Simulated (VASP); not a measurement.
HfB, 2 atoms in the cell. It takes space group Fm-3m (No. 225, cubic). The conventional cell has a = 4.558 Å, b = 4.558 Å, c = 4.558 Å, α = 90.00°, β = 90.00°, γ = 90.00°. Within 3.0 Å of Hf (site symmetry m-3m) lie 6 B at 2.28 Å. B (site symmetry m-3m) has 6 Hf at 2.28 Å within 3.0 Å. 

| Property | Result |
| --- | --- |
| Program | VASP 6.6.1 |
| Task | single point |
| Functional | LDA |
| Potentials or basis | VASP PAW LDA potentials, release 64 (Hf_pv, B) |
| Cutoff | 520 eV |
| k mesh | 15 × 15 × 15 |
| Occupations | fermi-dirac, width 0.05 eV |
| Spin | no spin polarisation |
| Dipole correction | no |
| Further INCAR settings | ALGO = Normal; EDIFF = 1e-06; NBANDS = 14 |

Potentials or basis: VASP PAW LDA potentials, release 64 (Hf_pv, B).

Run with:

```sh
$ cat potpaw_LDA.64/Hf_pv/POTCAR potpaw_LDA.64/B/POTCAR > POTCAR
$ mpirun -np 1 vasp_std > vasp.out
```

Hardware: 1 thread of Intel Xeon 8259CL, on a shared host.

Problem. How long does it take, and how much memory?

Solution. It took 39 s on 1 thread of Intel Xeon 8259CL (shared host), peak memory 0.16 GiB. Counts: scf iterations 11, k points 120.
